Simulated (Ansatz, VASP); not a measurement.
**One calculation of SrCl2, two programs**

```xyz
3
Lattice="0.0000 3.4884 3.4884 3.4884 0.0000 3.4884 3.4884 3.4884 0.0000" Properties=species:S:1:pos:R:3 pbc="T T T"
Sr    0.0000    0.0000    0.0000
Cl    5.2325    5.2325    5.2325
Cl    1.7442    1.7442    1.7442
```

Alike in both runs: task single point; functional PBE; k mesh 4 × 4 × 4; occupations fermi-dirac, width 0.03 eV; no spin polarisation.

|  | VASP | Ansatz |
| --- | --- | --- |
| version | VASP 6.6.1 | Ansatz 0.2.0 |
| potentials or method | VASP PAW PBE potentials, release 64 (Sr_sv, Cl), cutoff 520 eV | all-electron LAPW, scalar-relativistic |

Ansatz gave:

| Property | Result |
| --- | --- |
| gap on the k mesh at the Fermi level (eV) | 5.34 |
| least direct gap on the mesh (eV) | 5.51 |
| pressure (GPa) | 1.0 |

Problem. Estimate VASP's values.

Solution. gap on the k mesh at the Fermi level (eV): 5.34; least direct gap on the mesh (eV): 5.51; pressure (GPa): 1.1.

Ansatz ran all-electron here, and VASP with PAW potentials.
